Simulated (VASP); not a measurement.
# Te2Mo (P6_3/mmc) in VASP: further runs, part 2 of 2

VASP 6.6.1. Earlier steps stand in the parts before.

**4. Single point, revPBE**

This run uses another cell than the first one, of 26.84 Å³/atom, 1.049 times its volume.

The input, INCAR:

```
PREC     = Accurate       # precision mode
ENCUT    = 520            # plane-wave cutoff, eV
EDIFF    = 1E-6           # SCF threshold, eV
ISMEAR   = -1             # smearing method
SIGMA    = 0.2            # smearing width, eV
LREAL    = F              # projectors in reciprocal space
LASPH    = T              # aspherical terms in the spheres
NELM     = 80             # most SCF steps
ALGO     = Normal         # electronic algorithm
ISIF     = 2              # what is computed and relaxed
LWAVE    = F              # write WAVECAR
LCHARG   = F              # write CHGCAR
GGA      = RE             # functional
NBANDS   = 35             # bands
```

The input, KPOINTS:

```
Automatic mesh
0
Gamma
  8 8 2
```

The input, POSCAR:

```
Te2Mo
1.0
    3.6040434019      0.0000000000      0.0000000000
   -1.8020217009      3.1211925527      0.0000000000
    0.0000000000      0.0000000000     14.3145531467
Te Mo
4 2
Direct
    0.3333333333      0.6666666667      0.6210000000
    0.6666666667      0.3333333333      0.1210000000
    0.3333333333      0.6666666667      0.8790000000
    0.6666666667      0.3333333333      0.3790000000
    0.3333333333      0.6666666667      0.2500000000
    0.6666666667      0.3333333333      0.7500000000
```

Run with:

```bash
> cat potpaw_PBE.64/Te/POTCAR potpaw_PBE.64/Mo_sv/POTCAR > POTCAR
> mpirun -np 1 vasp_std > vasp.out
```

Run time: 2.7 min. Hardware: 1 thread of AMD EPYC 7R43 (Zen 3), shared host; peak memory 0.29 GiB.

It converged, with:

```yaml
Free_energy: -33.8226 eV
Pressure: -2.2 GPa
Largest_force: 0.643 eV/Å
Band_gap_on_the_k_mesh: 0.83 eV, indirect (least direct gap 1.10 eV)
```

Forces on the atoms (eV/Å):
```
Te   0.000  0.000  0.643
Te   0.000  0.000  0.643
Te   0.000  0.000 -0.643
Te   0.000  0.000 -0.643
Mo   0.000  0.000  0.000
Mo   0.000  0.000  0.000
```

Stress tensor (GPa, compression positive):
```
-1.96  0.00  0.00
 0.00 -1.96  0.00
 0.00  0.00 -2.77
```

Levels at points of the mesh, in eV from the valence-band top:
```
           k point  band 22  band 23  band 24  band 25  band 26  band 27  band 28  band 29  band 30  band 31
(0.00, 0.00, 0.00)    -0.91    -0.91    -0.84    -0.37     0.00     2.66     2.66     2.77     2.77     2.83
(0.50, 0.00, 0.00)    -1.69    -0.85    -0.80    -0.59    -0.34     1.19     1.24     1.40     1.66     2.46
(0.00, 0.00, 0.50)    -0.93    -0.93    -0.93    -0.08    -0.08     2.69     2.69     2.69     2.69     2.96
(0.50, 0.00, 0.50)    -1.79    -0.81    -0.81    -0.47    -0.47     1.21     1.21     1.55     1.55     2.87
```

Caveat: the PAW data sets were made with another functional, which shifts forces and pressure a little; spin-orbit coupling is left out, which moves the levels of the heavy elements; this functional lacks dispersion, which binds the layers, so the pressure and a relaxed spacing across them are unreliable.

**5. Single point, revPBE**

This run uses another cell than the first one, of 27.46 Å³/atom, 1.073 times its volume.

The input, INCAR:

```
PREC = Accurate ; ENCUT = 520
EDIFF = 1E-7 ; ISMEAR = -1
SIGMA = 0.2 ; LREAL = False
LASPH = True ; NELM = 100
ALGO = Normal ; ISIF = 2
LWAVE = False ; LCHARG = False
GGA = RE ; NBANDS = 35
```

The input, KPOINTS:

```
regular mesh
0
Gamma
  8 8 2
```

Edit POSCAR of step 4 so:

```diff
@@ -2,5 +2,5 @@
 1.0
-    3.6040434019      0.0000000000      0.0000000000
-   -1.8020217009      3.1211925527      0.0000000000
-    0.0000000000      0.0000000000     14.3145531467
+    3.6317679022      0.0000000000      0.0000000000
+   -1.8158839511      3.1452026698      0.0000000000
+    0.0000000000      0.0000000000     14.4246694213
 Te Mo
```

Run with:

```bash
> cat potpaw_PBE.64/Te/POTCAR potpaw_PBE.64/Mo_sv/POTCAR > POTCAR
> mpirun -np 1 vasp_std > vasp.out
```

Wall time 3.6 min (1 thread of AMD EPYC 7R43 (Zen 3), shared host); peak memory 0.29 GiB.

The run converged. Its results:

```
Free energy            : -33.7509 eV
Pressure               : -3.9 GPa
Largest force          : 0.890 eV/Å
Band gap on the k mesh : 0.83 eV, indirect (least direct gap 1.06 eV)
```

Forces in eV/Å, atoms in the order of the input:
```
Te   0.000  0.000  0.890
Te   0.000  0.000  0.890
Te   0.000  0.000 -0.890
Te   0.000  0.000 -0.890
Mo   0.000  0.000  0.000
Mo   0.000  0.000  0.000
```

Stress tensor (GPa, compression positive):
```
-3.49  0.00  0.00
 0.00 -3.49  0.00
 0.00  0.00 -4.71
```

Levels at points of the mesh, in eV from the valence-band top:
```csv
k point,band 23,band 24,band 25,band 26,band 27,band 28,band 29,band 30
"(0.00, 0.00, 0.00)",-0.88,-0.78,-0.38,0.00,2.58,2.58,2.69,2.69
"(0.50, 0.00, 0.00)",-0.80,-0.75,-0.59,-0.35,1.17,1.22,1.37,1.62
"(0.00, 0.00, 0.50)",-0.90,-0.90,-0.08,-0.08,2.61,2.61,2.61,2.61
"(0.50, 0.00, 0.50)",-0.76,-0.76,-0.47,-0.47,1.19,1.19,1.51,1.51
```

Caveat: the PAW data sets were made with another functional, which shifts forces and pressure a little; spin-orbit coupling is left out, which moves the levels of the heavy elements; this functional lacks dispersion, which binds the layers, so the pressure and a relaxed spacing across them are unreliable. Expect the measured gap to be larger: semilocal functionals such as revPBE lack the derivative discontinuity.

**6. Overview**

```csv
cell,gap on the mesh (eV),pressure (GPa),largest force (eV/Å)
"a = 3.547, b = 3.547, c = 14.089 Å, angles 90.0, 90.0, 120.0°, 6 atoms",0.82,1.9,0.07
"a = 3.576, b = 3.576, c = 14.203 Å, angles 90.0, 90.0, 120.0°, 6 atoms",0.83,-0.3,0.37
"a = 3.604, b = 3.604, c = 14.315 Å, angles 90.0, 90.0, 120.0°, 6 atoms",0.83,-2.2,0.64
"a = 3.632, b = 3.632, c = 14.425 Å, angles 90.0, 90.0, 120.0°, 6 atoms",0.83,-3.9,0.89
```

Alike in all rows: task single point; level revPBE; potentials or basis VASP PAW PBE potentials, release 64 (Te, Mo_sv); no spin polarisation; k mesh 8 × 8 × 2; cutoff (eV) 520; smearing fermi-dirac 0.2 eV.

Caveats: the PAW data sets were made with another functional, which shifts forces and pressure a little; spin-orbit coupling is left out, which moves the levels of the heavy elements; this functional lacks dispersion, which binds the layers, so the pressure and a relaxed spacing across them are unreliable.

Total energies depend on the potentials used, so only differences within one code and one set of settings carry meaning.

**7. How close it comes**

Step 2. Against the measured gap of Te2Mo, 0.88 eV (indirect; 300 K; quoted in “Broadband infrared study of pressure-tunable Fano resonance and metallization transition in 2H-MoTe2”, 2022, pmc:9569381), the calculated 0.82 eV is off by -0.06 eV. Spin-orbit coupling on Mo, Te is left out. The value is that of revPBE on a finite k mesh, which can miss the band edges, without temperature or zero-point motion. Semilocal functionals fall short of measured gaps as a rule.

Step 3. Measured gap of Te2Mo: 0.88 eV (indirect; 300 K; quoted in “Broadband infrared study of pressure-tunable Fano resonance and metallization transition in 2H-MoTe2”, 2022, pmc:9569381). This calculation gives 0.83 eV (-0.05 eV). Spin-orbit coupling on Mo, Te is left out. The value is that of revPBE on a finite k mesh, which can miss the band edges, without temperature or zero-point motion. Semilocal functionals fall short of measured gaps as a rule.

Step 4. Against the measured gap of Te2Mo, 0.88 eV (indirect; 300 K; quoted in “Broadband infrared study of pressure-tunable Fano resonance and metallization transition in 2H-MoTe2”, 2022, pmc:9569381), the calculated 0.83 eV is off by -0.05 eV. Spin-orbit coupling on Mo, Te is left out. The value is that of revPBE on a finite k mesh, which can miss the band edges, without temperature or zero-point motion. Semilocal functionals fall short of measured gaps as a rule.
